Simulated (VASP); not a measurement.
# AgI (I-4m2) in VASP: further runs

Runs on AgI. Level: HSE06. Tasks: single point.

All numbers are computed with VASP 6.6.1; they aren't measurements. Logs are shortened: lines on timing, memory, paths and dates and some standing lists are left out, and cuts for length are marked.

### 1 The cell of the first run

The typed cell holds 2 atoms: a = 4.859 Å, b = 4.859 Å, c = 4.859 Å, α = 120.04°, β = 120.04°, γ = 89.94°.

### 2 Single point, HSE06 (strain +4.5%)

Input file POSCAR:

```
AgI
1.0
   -2.4282222702      2.4282222702      3.4378487106
    2.4282222702     -2.4282222702      3.4378487106
    2.4282222702      2.4282222702     -3.4378487106
Ag I
1 1
Direct
    0.2500000000      0.7500000000      0.5000000000
    0.0000000000      0.0000000000      0.0000000000
```

Input file INCAR.step1:

```
ALGO = Normal
EDIFF = 1E-5
ENCUT = 400
GGA = PE
GGA_COMPAT = F
ISIF = 2
ISMEAR = 0
KPAR = 4
LASPH = T
LCHARG = F
LREAL = F
LWAVE = T
NBANDS = 16
NELM = 120
PREC = Accurate
SIGMA = 0.01
```

Input file INCAR.step2:

```
ALGO = Normal
EDIFF = 1E-6
ENCUT = 400
GGA = PE
GGA_COMPAT = F
HFSCREEN = 0.2079
ISIF = 2
ISMEAR = 0
ISTART = 1
KPAR = 4
LASPH = T
LCHARG = F
LHFCALC = T
LREAL = F
LWAVE = F
NBANDS = 16
NELM = 120
PREC = Accurate
PRECFOCK = Normal
SIGMA = 0.01
```

Input file KPOINTS:

```
k-points
0
Gamma
  6 6 6
```

Potentials or basis: VASP PAW PBE potentials, release 64 (Ag, I).

Command:

```bash
> cat potpaw_PBE.64/Ag/POTCAR potpaw_PBE.64/I/POTCAR > POTCAR
> cp INCAR.step1 INCAR
> mpirun -np 4 vasp_std > vasp.out
> cp INCAR.step2 INCAR
> mpirun -np 4 vasp_std > vasp.out
```

OUTCAR:

```text
EDIFF = 1E-6
   ENCUT = 400
   GGA = PE
   HFSCREEN = 0.2079
   ISIF = 2
   ISMEAR = 0
   ISTART = 1
   LASPH = T
   LHFCALC = T
   LREAL = F
   NELM = 120
   PREC = Accurate
   PRECFOCK = Normal

 ion  position               nearest neighbor table
   1  0.250  0.750  0.500-   2 2.98   2 2.98   2 2.98   2 2.98
   2  0.000  0.000  0.000-   1 2.98   1 2.98   1 2.98   1 2.98

  LATTYP: Found a body centered tetragonal cell.
 ALAT       =     4.8564445404
 C/A-ratio  =     1.4157883126

  Lattice vectors:

 A1 = (  -2.4282222702,   2.4282222702,   3.4378487106)
 A2 = (   2.4282222702,  -2.4282222702,   3.4378487106)
 A3 = (   2.4282222702,   2.4282222702,  -3.4378487106)

Analysis of symmetry for initial positions (statically):
=====================================================================
 Subroutine PRICEL returns:
 Original cell was already a primitive cell.

 Routine SETGRP: Setting up the symmetry group for a
 body centered tetragonal supercell.

 Subroutine GETGRP returns: Found  8 space group operations
 (whereof  8 operations were pure point group operations)
 out of a pool of 16 trial point group operations.

The static configuration has the point symmetry D_2d.

Analysis of symmetry for dynamics (positions and initial velocities):
=====================================================================
 Subroutine PRICEL returns:
 Original cell was already a primitive cell.

 Routine SETGRP: Setting up the symmetry group for a
 body centered tetragonal supercell.

 Subroutine GETGRP returns: Found  8 space group operations
 (whereof  8 operations were pure point group operations)
 out of a pool of 16 trial point group operations.

The dynamic configuration has the point symmetry D_2d.

 Subroutine INISYM returns: Found  8 space group operations
 (whereof  8 operations are pure point group operations),
 and found     1 'primitive' translations

----------------------------------------------------------------------------------------

                                     Primitive cell

  volume of cell :      81.0818

  direct lattice vectors                    reciprocal lattice vectors
    -2.428222270  2.428222270  3.437848711     0.000000000  0.205911957  0.145439792
     2.428222270 -2.428222270  3.437848711     0.205911957  0.000000000  0.145439792
     2.428222270  2.428222270 -3.437848711     0.205911957  0.205911957  0.000000000

  length of vectors
     4.859149158  4.859149158  4.859149158     0.252096146  0.252096146  0.291203482

  position of ions in fractional coordinates (direct lattice)
     0.250000000  0.750000000  0.500000000
     0.000000000  0.000000000  0.000000000

  ion indices of the primitive-cell ions
   primitive index   ion index
                 1           1
                 2           2

----------------------------------------------------------------------------------------

 KPOINTS: k-points

Automatic generation of k-mesh.
 Grid dimensions read from file:
 generate k-points for:    6    6    6

 Generating k-lattice:

  Cartesian coordinates                     Fractional coordinates (reciprocal lattice)
     0.000000000  0.034318660  0.024239965     0.166666667  0.000000000  0.000000000
     0.034318660  0.000000000  0.024239965     0.000000000  0.166666667  0.000000000
     0.034318660  0.034318660  0.000000000     0.000000000  0.000000000  0.166666667

  Length of vectors
     0.042016024  0.042016024  0.048533914

  Shift w.r.t. Gamma in fractional coordinates (k-lattice)
     0.000000000  0.000000000  0.000000000

 Subroutine IBZKPT returns following result:
 ===========================================

 Found     30 irreducible k-points:

 Following reciprocal coordinates:
            Coordinates               Weight
  0.000000  0.000000  0.000000      1.000000
  0.166667  0.000000  0.000000      8.000000
  0.333333  0.000000 -0.000000      8.000000
  0.500000  0.000000  0.000000      4.000000
  0.166667  0.166667  0.000000      8.000000
  0.333333  0.166667 -0.000000     16.000000
[... 16 lines left out ...]
 -0.333333 -0.333333  0.166667      8.000000
 -0.166667 -0.333333  0.166667      8.000000
 [... further k-points ...]
   k-points           NKPTS =     30   k-points in BZ     NKDIM =    216   number of bands    NBANDS=     16
   number of dos      NEDOS =    301   number of ions     NIONS =      2
   total plane-waves  NPLWV =  32768
   dimension x,y,z NGX =    32 NGY =   32 NGZ =   32
   dimension x,y,z NGXF=    64 NGYF=   64 NGZF=   64
   ions per type =               1   1
   NGX,Y,Z   is equivalent  to a cutoff of  10.95, 10.95, 10.95 a.u.
   NGXF,Y,Z  is equivalent  to a cutoff of  21.90, 21.90, 21.90 a.u.
 SYSTEM =  unknown system
   PREC   = accura    normal or accurate (medium, high low for compatibility)
   ISTART =      1    job   : 0-new  1-cont  2-samecut
   ICHARG =      0    charge: 1-file 2-atom 10-const
   ISPIN  =      1    spin polarized calculation?
   LNONCOLLINEAR =      F non collinear calculations
   LSORBIT =      F    spin-orbit coupling
   LASPH  =      T    aspherical Exc in radial PAW
   ENCUT  =  400.0 eV  29.40 Ry    5.42 a.u.   7.92  7.92  7.92*2*pi/ulx,y,z
   NELM   =    120;   NELMIN=  2; NELMDL=  0     # of ELM steps
   EDIFF  = 0.1E-05   stopping-criterion for ELM
   LREAL  =      F    real-space projection
   EDIFFG = 0.1E-04   stopping-criterion for IOM
   NSW    =      0    number of steps for IOM
   IBRION =     -1    ionic relax: 0-MD 1-quasi-New 2-CG
   NFREE  =      0    steps in history (QN), initial steepest desc. (CG)
   ISIF   =      2    stress and relaxation
   ISYM   =      3    0-nonsym 1-usesym 2-fastsym
   POTIM  = 0.5000    time-step for ionic-motion
   TEBEG  =    0.0;   TEEND  =   0.0 temperature during run
   PSTRESS=    0.0 pullay stress
   NELECT =      18.0000    total number of electrons
   NUPDOWN=      -1.0000    fix difference up-down
   EMIN   =  10.00;   EMAX   =-10.00  energy-range for DOS
   EFERMI =   0.00;   METHOD = LEGACY
   ISMEAR =     0;   SIGMA  =   0.01  broadening in eV -4-tet -1-fermi 0-gaus
   EFERMI_NEDOS =   21; number of points for ismear=-14 and -15
   IALGO  =     38    algorithm
   IMIX   =      1    mixing-type and parameters
     AMIX     =   0.40;   BMIX     =  1.00
     AMIX_MAG =   1.60;   BMIX_MAG =  1.00
  volume/ion in A,a.u.               =      40.54       273.58
  Fermi-wavevector in a.u.,A,eV,Ry     =   0.991268  1.873225 13.369254  0.982612
  Thomas-Fermi vector in A             =   2.122997
   LORBIT       =      0    0 simple, 1 ext, 2 COOP (PROOUT), +10 PAW based schemes
   GGA     = PE    functional components
   LHFCALC =     T    Hartree Fock is set to
   PRECFOCK=normal    Normal, Fast or Accurate (Low or Medium for compatibility)
   ENCUT4O =  -1.0   cutoff for four orbital integrals eV
   NKREDX  =     1    reduce k-point grid by
   NKREDY  =     1    reduce k-point grid by
   NKREDZ  =     1    reduce k-point grid by
   AEXX    =    0.2500 exact exchange contribution
   HFSCREEN=    0.2079 screening length (either q_TF or 0.3 A-1)
   HFSCREENC=   0.2079 screening length for correlation (either q_TF or 0.3 A-1)
   ENCUTFOCK=  -1.0 apply spherical cutoff to Coloumb kernel
   IVDW    =     0    specifies the selected vdW correction
   LEPSILON=     F    determine dielectric tensor
   LRPA    =     F    only Hartree local field effects (RPA)
 non-spin polarized calculation
 Gauss-broadening in eV      SIGMA  =   0.01
  energy-cutoff  :      400.00
  volume of cell :       81.08
 maximum number of plane-waves:      1488
  NGX = 24; NGY = 24; NGZ = 24

 number of electron      18.0000002 magnetization

 Free energy of the ion-electron system (eV)
  ---------------------------------------------------
  ext. energy  EPLUGINS =         0.00000000
  ---------------------------------------------------
  free energy    TOTEN  =        -5.66888994 eV

  energy without entropy =       -5.66888994  energy(sigma->0) =       -5.66888994

 E-fermi :   0.7166     XC(G=0):  -6.4204

 val. band max:        0.6509616229   @ k =   0.0000   0.0000   0.0000
 cond. band min:       3.1586518801   @ k =   0.0000   0.0000   0.0000
 fundamental gap:      2.5076902572
 Fermi energy:         0.7166099024

 k-point     1 :       0.0000    0.0000    0.0000
  band No.  band energies     occupation
      1     -12.1443      2.00000
      2      -3.2560      2.00000
      3      -3.2557      2.00000
      4      -3.2557      2.00000
      5      -2.4778      2.00000
      6      -2.4774      2.00000
[... 8 lines left out ...]
     15      11.7631      0.00000
     16      11.7755      0.00000

 k-point     2 :       0.1667    0.0000    0.0000
  band No.  band energies     occupation
      1     -12.0957      2.00000
      2      -3.2181      2.00000
      3      -3.2176      2.00000
      4      -3.2145      2.00000
      5      -2.4801      2.00000
      6      -2.4798      2.00000
[... 8 lines left out ...]
     15      11.1092      0.00000
     16      11.4748      0.00000

 k-point     3 :       0.3333    0.0000   -0.0000
  band No.  band energies     occupation
      1     -11.9956      2.00000
      2      -3.1455      2.00000
      3      -3.1447      2.00000
      4      -3.0017      2.00000
      5      -2.4727      2.00000
      6      -2.4726      2.00000
[... 8 lines left out ...]
     15      11.4145      0.00000
     16      11.4146      0.00000

 k-point     4 :       0.5000    0.0000    0.0000
  band No.  band energies     occupation
      1     -11.9442      2.00000
      2      -3.1122      2.00000
      3      -3.1112      2.00000
      4      -2.4921      2.00000
      5      -2.4607      2.00000
      6      -2.4604      2.00000
[... 8 lines left out ...]
     15      12.5969      0.00000
     16      12.6024      0.00000
[... 324 lines left out ...]
 k-point    22 :      -0.1667    0.5000    0.1667
  band No.  band energies     occupation
      1     -11.9283      2.00000
      2      -3.1106      2.00000
      3      -3.0537      2.00000
      4      -2.6910      2.00000
      5      -2.4563      2.00000
      6      -2.4329      2.00000
[... 8 lines left out ...]
     15      12.4950      0.00000
     16      12.6546      0.00000

 k-point    23 :      -0.3333   -0.3333    0.1667
  band No.  band energies     occupation
      1     -11.9293      2.00000
      2      -3.1197      2.00000
      3      -3.0151      2.00000
      4      -2.8661      2.00000
      5      -2.4720      2.00000
      6      -2.4510      2.00000
[... 8 lines left out ...]
     15      12.6660      0.00000
     16      13.2476      0.00000

 k-point    24 :      -0.1667   -0.3333    0.1667
  band No.  band energies     occupation
      1     -11.9967      2.00000
      2      -3.1874      2.00000
      3      -3.0946      2.00000
      4      -3.0528      2.00000
      5      -2.4993      2.00000
      6      -2.4538      2.00000
[... 8 lines left out ...]
     15      12.0882      0.00000
     16      12.5566      0.00000

 [... further k-points ...]

------------------------ aborting loop because EDIFF is reached ----------------------------------------

  FORCE on cell =-STRESS in cart. coord.  units (eV):
  Direction    XX          YY          ZZ          XY          YZ          ZX
  --------------------------------------------------------------------------------------
  -------------------------------------------------------------------------------------
  Total       -1.1819291     -1.1819291     -1.1862861      0.0000000      0.0000000      0.0000000
  in kB      -23.3549204    -23.3549204    -23.4410149      0.0000000      0.0000000      0.0000000
  external PRESSURE =     -23.3836186 kB  Pullay stress =       0.0000000 kB

 VOLUME and BASIS-vectors are now :
 -----------------------------------------------------------------------------
  energy-cutoff  :      400.00
  volume of cell :       81.08
      direct lattice vectors                 reciprocal lattice vectors
    -2.428222270  2.428222270  3.437848711     0.000000000  0.205911957  0.145439792
     2.428222270 -2.428222270  3.437848711     0.205911957  0.000000000  0.145439792
     2.428222270  2.428222270 -3.437848711     0.205911957  0.205911957  0.000000000

 POSITION                                       TOTAL-FORCE (eV/Angst)
 -----------------------------------------------------------------------------------
      2.42822      0.00000      1.71892         0.000000     -0.000000     -0.000000
      0.00000      0.00000      0.00000        -0.000000      0.000000      0.000000
 -----------------------------------------------------------------------------------
    total drift:                               -0.000048      0.000018      0.000133

  FREE ENERGIE OF THE ION-ELECTRON SYSTEM (eV)
  ---------------------------------------------------
  free  energy   TOTEN  =        -5.6688899351 eV

  energy  without entropy=       -5.6688899351  energy(sigma->0) =       -5.66888994
```

Run time: 25 min. Hardware: 4 MPI ranks of Intel Xeon Platinum 8259CL at 2.50GHz (Skylake/Cascade Lake), shared host; peak memory 0.3 GiB.

Results:

```
Free energy            : -5.6689 eV
Pressure               : -2.3 GPa
Band gap on the k mesh : 2.51 eV
```

Levels at points of the mesh, in eV from the valence-band top:
| k point | band 6 | band 7 | band 8 | band 9 | band 10 | band 11 | band 12 | band 13 |
| --- | --- | --- | --- | --- | --- | --- | --- | --- |
| (0.00, 0.00, 0.00) | -3.13 | 0.00 | 0.00 | 0.00 | 2.51 | 7.20 | 7.20 | 7.20 |
| (0.50, 0.00, 0.00) | -3.11 | -3.04 | -0.55 | -0.54 | 4.02 | 7.58 | 7.59 | 8.03 |
| (0.50, 0.50, 0.00) | -3.04 | -2.37 | -1.38 | -1.37 | 5.04 | 5.05 | 9.23 | 10.48 |
| (0.50, 0.50, 0.50) | -3.04 | -2.38 | -1.37 | -1.37 | 5.04 | 5.06 | 9.23 | 10.49 |

Caveat: the cell differs from its parent crystal (strain +4.5%); the PAW data sets were made with another functional, which shifts forces and pressure a little; spin-orbit coupling is left out, which moves the levels of the heavy elements.

### 3 Single point, HSE06

This run uses another cell than the first one, of 35.56 Å³/atom.

Input file POSCAR:

```
AgI
1.0
   -2.3243249452      2.3243249452      3.2907520921
    2.3243249452     -2.3243249452      3.2907520921
    2.3243249452      2.3243249452     -3.2907520921
Ag I
1 1
Direct
    0.2500000000      0.7500000000      0.5000000000
    0.0000000000      0.0000000000      0.0000000000
```

Input file INCAR.step1:

```
SYSTEM = AgI
PREC = Accurate ; ENCUT = 400
EDIFF = 1E-5 ; ISMEAR = 0
SIGMA = 0.01 ; LREAL = .FALSE.
LASPH = .TRUE. ; NELM = 120
ALGO = Normal ; ISIF = 2
LWAVE = .TRUE. ; NBANDS = 16
GGA = PE ; GGA_COMPAT = .FALSE.
KPAR = 4
```

Input file INCAR.step2:

```
SYSTEM = AgI
PREC = Accurate ; ENCUT = 400
EDIFF = 1E-6 ; ISMEAR = 0
SIGMA = 0.01 ; LREAL = .FALSE.
LASPH = .TRUE. ; NELM = 120
ALGO = Normal ; ISIF = 2
LWAVE = .FALSE. ; LCHARG = .TRUE.
GGA = PE ; LHFCALC = .TRUE.
HFSCREEN = 0.2079 ; PRECFOCK = Normal
LVHAR = .TRUE. ; NBANDS = 16
ISTART = 1 ; GGA_COMPAT = .FALSE.
KPAR = 4
```

Input file KPOINTS:

```
Automatic mesh
0
G
  6 6 6
  0 0 0
```

Potentials or basis: VASP PAW PBE potentials, release 64 (Ag, I).

Command:

```bash
> cat potpaw_PBE.64/Ag/POTCAR potpaw_PBE.64/I/POTCAR > POTCAR
> cp INCAR.step1 INCAR
> mpirun -np 4 vasp_std > vasp.out
> cp INCAR.step2 INCAR
> mpirun -np 4 vasp_std > vasp.out
```

Wall time 31 min (4 MPI ranks of Oxide Virtual Turin-like, shared host); peak memory 0.26 GiB.

Results (log left out):

```yaml
Free_energy: -5.7342 eV
Pressure: 0.3 GPa
Band_gap_on_the_k_mesh: 2.47 eV
```

Levels at points of the mesh, in eV from the valence-band top:
```
           k point  band 5  band 6  band 7  band 8  band 9  band 10  band 11  band 12  band 13  band 14
(0.00, 0.00, 0.00)   -3.57   -3.57    0.00    0.00    0.00     2.47     6.99     6.99     6.99    10.25
(0.50, 0.00, 0.00)   -3.55   -3.55   -3.44   -0.72   -0.71     3.95     7.43     7.44     8.31    10.45
(0.50, 0.50, 0.00)   -3.50   -3.45   -2.82   -1.79   -1.79     4.69     5.02     9.66    10.96    10.97
(0.50, 0.50, 0.50)   -3.50   -3.45   -2.82   -1.79   -1.79     4.69     5.03     9.65    10.96    10.96
```

Caveat: the PAW data sets were made with another functional, which shifts forces and pressure a little; spin-orbit coupling is left out, which moves the levels of the heavy elements.
